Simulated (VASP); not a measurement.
# Rh (I4/mmm) in VASP: further runs

Runs on Rh. Level: PBEsol. Tasks: single point.

Everything below comes from runs of VASP 6.6.1. Logs are shortened: lines on timing, memory, paths and dates and some standing lists are left out, and cuts for length are marked.

### 1 The cell of the first run

The structure is tetragonal, space group I4/mmm (No. 139). Conventional cell: a = 2.689 Å, b = 2.689 Å, c = 3.708 Å, α = 90.00°, β = 90.00°, γ = 90.00°. Rh (site symmetry 4/mmm) has 12 Rh at 2.66 to 2.69 Å within 3.5 Å.

### 2 Single point, PBEsol (strain +0.000 along x and y, -0.025 along z)

Contents of INCAR:

```
PREC = Accurate
ENCUT = 520
EDIFF = 1E-6
ISMEAR = 0
SIGMA = 0.15
LREAL = F
LASPH = T
NELM = 80
ALGO = Fast
ISIF = 2
LWAVE = F
LCHARG = F
GGA = PS
NBANDS = 14
```

Contents of KPOINTS:

```
regular mesh
0
Gamma
  22 22 22
```

Contents of POSCAR:

```
Rh
1.0
    0.0000000000      1.9015500000      1.8540112500
    1.9015500000      0.0000000000      1.8540112500
    1.9015500000      1.9015500000      0.0000000000
Rh
1
Direct
    0.0000000000      0.0000000000      0.0000000000
```

Potentials or basis: VASP PAW PBE potentials, release 64 (Rh_pv).

The run is started by

```bash
> cat potpaw_PBE.64/Rh_pv/POTCAR > POTCAR
> mpirun -np 1 vasp_std > vasp.out
```

OUTCAR:

```text
PREC = Accurate
   ENCUT = 520
   EDIFF = 1E-6
   ISMEAR = 0
   LREAL = F
   LASPH = T
   NELM = 80
   ISIF = 2
   GGA = PS

 ion  position               nearest neighbor table
   1  0.000  0.000  0.000-

  LATTYP: Found a body centered tetragonal cell.
 ALAT       =     2.6891977995
 C/A-ratio  =     1.3788582233

  Lattice vectors:

 A1 = (   0.0000000000,  -1.9015500000,  -1.8540112500)
 A2 = (   0.0000000000,   1.9015500000,  -1.8540112500)
 A3 = (   1.9015500000,   0.0000000000,   1.8540112500)

Analysis of symmetry for initial positions (statically):
=====================================================================
 Subroutine PRICEL returns:
 Original cell was already a primitive cell.

 Routine SETGRP: Setting up the symmetry group for a
 body centered tetragonal supercell.

 Subroutine GETGRP returns: Found 16 space group operations
 (whereof 16 operations were pure point group operations)
 out of a pool of 16 trial point group operations.

The static configuration has the point symmetry D_4h.

Analysis of symmetry for dynamics (positions and initial velocities):
=====================================================================
 Subroutine PRICEL returns:
 Original cell was already a primitive cell.

 Routine SETGRP: Setting up the symmetry group for a
 body centered tetragonal supercell.

 Subroutine GETGRP returns: Found 16 space group operations
 (whereof 16 operations were pure point group operations)
 out of a pool of 16 trial point group operations.

The dynamic configuration has the point symmetry D_4h.

 Subroutine INISYM returns: Found 16 space group operations
 (whereof 16 operations are pure point group operations),
 and found     1 'primitive' translations

----------------------------------------------------------------------------------------

                                     Primitive cell

  volume of cell :      13.4078

  direct lattice vectors                    reciprocal lattice vectors
     0.000000000  1.901550000  1.854011250    -0.262943388  0.262943388  0.269685526
     1.901550000  0.000000000  1.854011250     0.262943388 -0.262943388  0.269685526
     1.901550000  1.901550000  0.000000000     0.262943388  0.262943388 -0.269685526

  length of vectors
     2.655795572  2.655795572  2.689197800     0.459356870  0.459356870  0.459356870

  position of ions in fractional coordinates (direct lattice)
     0.000000000  0.000000000  0.000000000

  ion indices of the primitive-cell ions
   primitive index   ion index
                 1           1

----------------------------------------------------------------------------------------

 KPOINTS: regular mesh

Automatic generation of k-mesh.
 Grid dimensions read from file:
 generate k-points for:   22   22   22

 Generating k-lattice:

  Cartesian coordinates                     Fractional coordinates (reciprocal lattice)
    -0.011951972  0.011951972  0.012258433     0.045454545  0.000000000  0.000000000
     0.011951972 -0.011951972  0.012258433     0.000000000  0.045454545  0.000000000
     0.011951972  0.011951972 -0.012258433     0.000000000  0.000000000  0.045454545

  Length of vectors
     0.020879858  0.020879858  0.020879858

  Shift w.r.t. Gamma in fractional coordinates (k-lattice)
     0.000000000  0.000000000  0.000000000

 Subroutine IBZKPT returns following result:
 ===========================================

 Found    834 irreducible k-points:

 Following reciprocal coordinates:
            Coordinates               Weight
  0.000000  0.000000  0.000000      1.000000
  0.045455 -0.000000  0.000000      8.000000
  0.090909 -0.000000  0.000000      8.000000
  0.136364  0.000000  0.000000      8.000000
  0.181818 -0.000000  0.000000      8.000000
  0.227273 -0.000000  0.000000      8.000000
[... 16 lines left out ...]
  0.500000  0.045455  0.000000      8.000000
 -0.454545  0.045455  0.000000      8.000000
 [... further k-points ...]
   k-points           NKPTS =    834   k-points in BZ     NKDIM =    834   number of bands    NBANDS=     14
   number of dos      NEDOS =    301   number of ions     NIONS =      1
   total plane-waves  NPLWV =   8000
   dimension x,y,z NGX =    20 NGY =   20 NGZ =   20
   dimension x,y,z NGXF=    40 NGYF=   40 NGZF=   40
   ions per type =               1
   NGX,Y,Z   is equivalent  to a cutoff of  12.52, 12.52, 12.36 a.u.
   NGXF,Y,Z  is equivalent  to a cutoff of  25.04, 25.04, 24.73 a.u.
 SYSTEM =  unknown system
   PREC   = accura    normal or accurate (medium, high low for compatibility)
   ISTART =      0    job   : 0-new  1-cont  2-samecut
   ICHARG =      2    charge: 1-file 2-atom 10-const
   ISPIN  =      1    spin polarized calculation?
   LNONCOLLINEAR =      F non collinear calculations
   LSORBIT =      F    spin-orbit coupling
   LASPH  =      T    aspherical Exc in radial PAW
   ENCUT  =  520.0 eV  38.22 Ry    6.18 a.u.   4.94  4.94  5.00*2*pi/ulx,y,z
   NELM   =     80;   NELMIN=  2; NELMDL= -5     # of ELM steps
   EDIFF  = 0.1E-05   stopping-criterion for ELM
   LREAL  =      F    real-space projection
   EDIFFG = 0.1E-04   stopping-criterion for IOM
   NSW    =      0    number of steps for IOM
   IBRION =     -1    ionic relax: 0-MD 1-quasi-New 2-CG
   NFREE  =      0    steps in history (QN), initial steepest desc. (CG)
   ISIF   =      2    stress and relaxation
   ISYM   =      2    0-nonsym 1-usesym 2-fastsym
   POTIM  = 0.5000    time-step for ionic-motion
   TEBEG  =    0.0;   TEEND  =   0.0 temperature during run
   PSTRESS=    0.0 pullay stress
   NELECT =      15.0000    total number of electrons
   NUPDOWN=      -1.0000    fix difference up-down
   EMIN   =  10.00;   EMAX   =-10.00  energy-range for DOS
   EFERMI =   0.00;   METHOD = LEGACY
   ISMEAR =     0;   SIGMA  =   0.15  broadening in eV -4-tet -1-fermi 0-gaus
   EFERMI_NEDOS =   21; number of points for ismear=-14 and -15
   IALGO  =     68    algorithm
   IMIX   =      4    mixing-type and parameters
     AMIX     =   0.40;   BMIX     =  1.00
     AMIX_MAG =   1.60;   BMIX_MAG =  1.00
  volume/ion in A,a.u.               =      13.41        90.48
  Fermi-wavevector in a.u.,A,eV,Ry     =   1.699493  3.211575 39.297372  2.888275
  Thomas-Fermi vector in A             =   2.779800
   LORBIT       =      0    0 simple, 1 ext, 2 COOP (PROOUT), +10 PAW based schemes
   GGA     = PS    functional components
   LHFCALC =     F    Hartree Fock is set to
   AEXX    =    0.0000 exact exchange contribution
   IVDW    =     0    specifies the selected vdW correction
   LEPSILON=     F    determine dielectric tensor
   LRPA    =     F    only Hartree local field effects (RPA)
 non-spin polarized calculation
 RMM-DIIS sequential band-by-band and
 Gauss-broadening in eV      SIGMA  =   0.15
  energy-cutoff  :      520.00
  volume of cell :       13.41
 maximum number of plane-waves:       374
   NGX =  9   NGY =  9   NGZ =  9

 number of electron      15.0000006 magnetization

 Free energy of the ion-electron system (eV)
  ---------------------------------------------------
  ext. energy  EPLUGINS =         0.00000000
  ---------------------------------------------------
  free energy    TOTEN  =        -8.13991048 eV

  energy without entropy =       -8.12555265  energy(sigma->0) =       -8.13273156

 E-fermi :  12.2188     XC(G=0): -14.3805

 val. band max:       12.2161459178   @ k =  -0.2727   0.3636   0.0909
 cond. band min:      12.2201148296   @ k =   0.4091   0.3636   0.0000
 fundamental gap:      0.0039689118
 Fermi energy:        12.2188332392

 k-point     1 :       0.0000    0.0000    0.0000
  band No.  band energies     occupation
      1     -34.1600      2.00000
      2     -34.1600      2.00000
      3     -34.1448      2.00000
      4       3.9806      2.00000
      5       8.9152      2.00000
      6       8.9152      2.00000
      7       9.1924      2.00000
      8      11.0272      2.00000
      9      11.3669      2.00000
     10      28.1457      0.00000
     11      32.5177      0.00000
     12      33.4574      0.00000
     13      33.4574      0.00000
     14      34.2886      0.00000

 k-point     2 :       0.0455   -0.0000    0.0000
  band No.  band energies     occupation
      1     -34.1739      2.00000
      2     -34.1626      2.00000
      3     -34.1498      2.00000
      4       4.0666      2.00000
      5       8.8991      2.00000
      6       8.9495      2.00000
      7       9.2028      2.00000
      8      11.0102      2.00000
      9      11.3439      2.00000
     10      28.2747      0.00000
     11      32.5162      0.00000
     12      33.1228      0.00000
     13      33.5848      0.00000
     14      34.2574      0.00000

 k-point     3 :       0.0909   -0.0000    0.0000
  band No.  band energies     occupation
      1     -34.2215      2.00000
      2     -34.1701      2.00000
      3     -34.1571      2.00000
      4       4.3172      2.00000
      5       8.8279      2.00000
      6       9.0431      2.00000
      7       9.2626      2.00000
      8      10.9707      2.00000
      9      11.2851      2.00000
     10      28.6356      0.00000
     11      32.0996      0.00000
     12      32.5248      0.00000
     13      33.9592      0.00000
     14      34.5376      0.00000

 k-point     4 :       0.1364    0.0000    0.0000
  band No.  band energies     occupation
      1     -34.2982      2.00000
      2     -34.1818      2.00000
      3     -34.1665      2.00000
      4       4.7069      2.00000
      5       8.7137      2.00000
      6       9.1646      2.00000
      7       9.3742      2.00000
      8      10.9456      2.00000
      9      11.2224      2.00000
     10      29.1418      0.00000
     11      30.8307      0.00000
     12      32.5205      0.00000
     13      34.5576      0.00000
     14      35.1114      0.00000

 k-point     5 :       0.1818   -0.0000    0.0000
  band No.  band energies     occupation
      1     -34.3963      2.00000
      2     -34.1969      2.00000
      3     -34.1782      2.00000
      4       5.1802      2.00000
      5       8.6353      2.00000
      6       9.2592      2.00000
      7       9.4840      2.00000
      8      10.9953      2.00000
      9      11.2107      2.00000
     10      29.4269      0.00000
     11      29.7086      0.00000
[... 276 lines left out ...]
 k-point    22 :       0.4545    0.0455    0.0000
  band No.  band energies     occupation
      1     -34.9276      2.00000
      2     -34.2879      2.00000
      3     -34.2503      2.00000
      4       5.9408      2.00000
      5       8.8865      2.00000
      6       9.0527      2.00000
      7      11.5661      2.00000
      8      12.8503      0.00000
      9      13.3365      0.00000
     10      21.7424      0.00000
     11      27.9341      0.00000
     12      32.5200      0.00000
     13      33.4227      0.00000
     14      34.1984      0.00000

 k-point    23 :       0.5000    0.0455    0.0000
  band No.  band energies     occupation
      1     -34.9521      2.00000
      2     -34.2891      2.00000
      3     -34.2566      2.00000
      4       5.9078      2.00000
      5       8.8421      2.00000
      6       9.0150      2.00000
      7      11.8885      1.99816
      8      12.9065      0.00000
      9      13.7173      0.00000
     10      21.1014      0.00000
     11      27.7739      0.00000
     12      32.5196      0.00000
     13      33.3076      0.00000
     14      33.7071      0.00000

 k-point    24 :      -0.4545    0.0455    0.0000
  band No.  band energies     occupation
      1     -34.9457      2.00000
      2     -34.2852      2.00000
      3     -34.2590      2.00000
      4       5.9167      2.00000
      5       8.8431      2.00000
      6       9.0266      2.00000
      7      11.8797      1.99861
      8      12.7991      0.00000
      9      13.6493      0.00000
     10      21.2604      0.00000
     11      27.8105      0.00000
     12      32.5196      0.00000
     13      33.5683      0.00000
     14      33.5841      0.00000

 [... further k-points ...]
[... 5 lines left out ...]
  --------------------------------------------------------------------------------------
  -------------------------------------------------------------------------------------
  Total        0.0066644      0.0066644      0.5556263      0.0000000      0.0000000      0.0000000
  in kB        0.7963734      0.7963734     66.3950197      0.0000000      0.0000000      0.0000000
  external PRESSURE =      22.6625888 kB  Pullay stress =       0.0000000 kB

 VOLUME and BASIS-vectors are now :
 -----------------------------------------------------------------------------
  energy-cutoff  :      520.00
  volume of cell :       13.41
      direct lattice vectors                 reciprocal lattice vectors
     0.000000000  1.901550000  1.854011250    -0.262943388  0.262943388  0.269685526
     1.901550000  0.000000000  1.854011250     0.262943388 -0.262943388  0.269685526
     1.901550000  1.901550000  0.000000000     0.262943388  0.262943388 -0.269685526

 POSITION                                       TOTAL-FORCE (eV/Angst)
 -----------------------------------------------------------------------------------
      0.00000      0.00000      0.00000         0.000000     -0.000000     -0.000000
 -----------------------------------------------------------------------------------
    total drift:                                0.000000      0.000000      0.000000

  FREE ENERGIE OF THE ION-ELECTRON SYSTEM (eV)
  ---------------------------------------------------
  free  energy   TOTEN  =        -8.1399104791 eV

  energy  without entropy=       -8.1255526453  energy(sigma->0) =       -8.13273156
```

It took 1.9 min on 1 thread of Intel Xeon 6975P-C, shared host; peak memory 0.25 GiB.

What came out:

```
Free energy : -8.1399 eV
Pressure    : 2.3 GPa
```

Stress tensor (GPa, compression positive):
```
0.08 0.00 0.00
0.00 0.08 0.00
0.00 0.00 6.64
```

Levels at points of the mesh, in eV from the Fermi level:
```csv
k point,band 5,band 6,band 7,band 8,band 9,band 10
"(0.00, 0.00, 0.00)",-3.30,-3.30,-3.03,-1.19,-0.85,15.93
"(0.50, 0.00, 0.00)",-3.44,-3.14,0.54,0.63,0.68,8.86
"(0.50, 0.50, 0.00)",-6.22,0.58,1.06,1.06,3.59,13.04
"(0.50, 0.00, 0.50)",-6.19,0.59,0.91,1.15,3.03,12.32
```

Caveat: the cell differs from its parent crystal (strain +0.000 along x and y, -0.025 along z); the PAW data sets were made with another functional, which shifts forces and pressure a little.

### 3 Single point, PBEsol (strain -0.025 along x and y, +0.025 along z)

Contents of INCAR:

```
SYSTEM = Rh
ALGO = Fast ; EDIFF = 1E-7
ENCUT = 520 ; GGA = PS
ISIF = 2 ; ISMEAR = 0
LASPH = .TRUE. ; LCHARG = .TRUE.
LELF = .TRUE. ; LREAL = .FALSE.
LVHAR = .TRUE. ; LWAVE = .FALSE.
NBANDS = 14 ; NELM = 100
PREC = Accurate ; SIGMA = 0.15
```

Contents of KPOINTS:

```
k-points
0
G
  22 22 22
  0 0 0
```

Contents of POSCAR:

```
Rh
1.0
    0.0000000000      1.8540112500      1.9490887500
    1.8540112500      0.0000000000      1.9490887500
    1.8540112500      1.8540112500      0.0000000000
Rh
1
Direct
    0.0000000000      0.0000000000      0.0000000000
```

Potentials or basis: VASP PAW PBE potentials, release 64 (Rh_pv).

The run is started by

```bash
> cat potpaw_PBE.64/Rh_pv/POTCAR > POTCAR
> mpirun -np 1 vasp_std > vasp.out
```

OUTCAR:

```text
SYSTEM = Rh
   EDIFF = 1E-7
   ENCUT = 520
   GGA = PS
   ISIF = 2
   ISMEAR = 0
   LASPH = .TRUE.
   LREAL = .FALSE.
   NELM = 100
   PREC = Accurate

 ion  position               nearest neighbor table
   1  0.000  0.000  0.000-

  LATTYP: Found a body centered tetragonal cell.
 ALAT       =     2.6219678545
 C/A-ratio  =     1.4867373348

  Lattice vectors:

 A1 = (  -1.8540112500,   0.0000000000,   1.9490887500)
[... 579 lines left out ...]
      4       5.9209      2.00000
      5       8.6284      2.00000
      6       9.2839      2.00000
      7      11.9705      1.98530
      8      12.6252      0.00019
      9      13.8095      0.00000
     10      21.2554      0.00000
     11      27.7245      0.00000
     12      32.5358      0.00000
     13      33.0516      0.00000
     14      34.2762      0.00000

 [... further k-points ...]
[... 5 lines left out ...]
  --------------------------------------------------------------------------------------
  -------------------------------------------------------------------------------------
  Total        0.6127922      0.6127922     -0.5336011      0.0000000      0.0000000      0.0000000
  in kB       73.2718993     73.2718993    -63.8029769      0.0000000      0.0000000      0.0000000
  external PRESSURE =      27.5802739 kB  Pullay stress =       0.0000000 kB

 VOLUME and BASIS-vectors are now :
 -----------------------------------------------------------------------------
  energy-cutoff  :      520.00
  volume of cell :       13.40
      direct lattice vectors                 reciprocal lattice vectors
     0.000000000  1.854011250  1.949088750    -0.269685526  0.269685526  0.256530135
     1.854011250  0.000000000  1.949088750     0.269685526 -0.269685526  0.256530135
     1.854011250  1.854011250  0.000000000     0.269685526  0.269685526 -0.256530135

 POSITION                                       TOTAL-FORCE (eV/Angst)
 -----------------------------------------------------------------------------------
      0.00000      0.00000      0.00000         0.000000      0.000000     -0.000000
 -----------------------------------------------------------------------------------
    total drift:                               -0.000000      0.000000      0.000000

  FREE ENERGIE OF THE ION-ELECTRON SYSTEM (eV)
  ---------------------------------------------------
  free  energy   TOTEN  =        -8.1255272369 eV

  energy  without entropy=       -8.1112373985  energy(sigma->0) =       -8.11838232
```

Wall time 1.9 min (1 thread of Intel Xeon 6975P-C, shared host); peak memory 0.25 GiB.

What came out:

* Free energy: -8.1255 eV
* Pressure: 2.8 GPa

Stress tensor (GPa, compression positive):
```
 7.33  0.00  0.00
 0.00  7.33  0.00
 0.00  0.00 -6.38
```

Caveat: the cell differs from its parent crystal (strain -0.025 along x and y, +0.025 along z); the PAW data sets were made with another functional, which shifts forces and pressure a little.
